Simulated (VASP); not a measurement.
Wanted: the native input for a VASP 6.6.1 run.

* Task: single point
* Functional: PBEsol
* Potentials or basis: VASP PAW PBE potentials, release 64 (Pt)
* Cutoff: 520 eV
* k mesh: 7 × 7 × 4
* Occupations: methfessel-paxton, width 0.1 eV
* Spin: no spin polarisation
* Dipole correction: no
* Further INCAR settings: ALGO = Normal; EDIFF = 1e-06; NBANDS = 17

The structure of Pt lies in POSCAR:

```
Pt
1.0
    2.7023741902     -0.0052875928      0.0015225613
   -1.3558033968      2.3056833915      0.0043110183
    0.0024609100      0.0090264889      4.8706435450
Pt
2
Direct
    0.7253651861      0.3108128348      0.7345285981
    0.2576836379      0.7294491245      0.2246275149
```

The input as run:

INCAR

```
PREC = Accurate
ENCUT = 520
EDIFF = 1E-6
ISMEAR = 1
SIGMA = 0.1
LREAL = F
LASPH = T
NELM = 80
ALGO = Normal
ISIF = 2
LWAVE = F
LCHARG = F
GGA = PS
NBANDS = 17
```

KPOINTS

```
Automatic mesh
0
Gamma
  7 7 4
```

Potentials or basis: VASP PAW PBE potentials, release 64 (Pt).

Run with:

```sh
$ cat potpaw_PBE.64/Pt/POTCAR > POTCAR
$ mpirun -np 1 vasp_std > vasp.out
```

Results of the run:

- Pressure: 1.8 GPa
- Largest force: 0.619 eV/Å
- Band gap on the k mesh: zero (band 10 reaches 11.40 eV, above the bottom of band 11 at 9.92 eV)

Caveat: the k points lie up to 0.39 Å⁻¹ apart; the PAW data sets were made with another functional, which shifts forces and pressure a little; spin-orbit coupling is left out, which moves the levels of the heavy elements.

It took 21 s on 1 thread of Intel(R) Xeon(R) Platinum 8488C (Sapphire Rapids) (shared host), peak memory 0.16 GiB.
